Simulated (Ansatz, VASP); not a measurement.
ZnSe: VASP beside Ansatz

```
CELL_PARAMETERS angstrom
0.00000 2.86647 2.86647
2.86647 0.00000 2.86647
2.86647 2.86647 0.00000
ATOMIC_POSITIONS crystal
Zn 0.00000 0.00000 0.00000
Se 0.25000 0.25000 0.25000
```

Alike in both runs: functional PBE; k mesh 8 × 8 × 8; occupations gaussian, width 0.02 eV; no spin polarisation.

Ansatz relaxed the structure, and its values are those at the end. VASP's run is a single point on that final structure, the one shown.

```csv
,VASP,Ansatz
version,VASP 6.6.1,Ansatz 0.2.0
potentials or method,"VASP PAW PBE potentials, release 64 (Zn, Se), cutoff 500 eV","scalar-relativistic, plane waves, PAW"
valence electrons in the cell,18,28
```

```tsv
	VASP	Ansatz	Ansatz less VASP
gap on the k mesh at the Fermi level (eV)	1.15	1.15	-0.004
least direct gap on the mesh (eV)	1.15	1.15	-0.004
pressure (GPa)	0.2	0.0	-0.20
```

The functional is the same, so the differences come from potentials, cutoffs and numerics. VASP's potentials hold 18 valence electrons a cell and Ansatz's 28, so a difference there can come from the potentials and not from the codes.
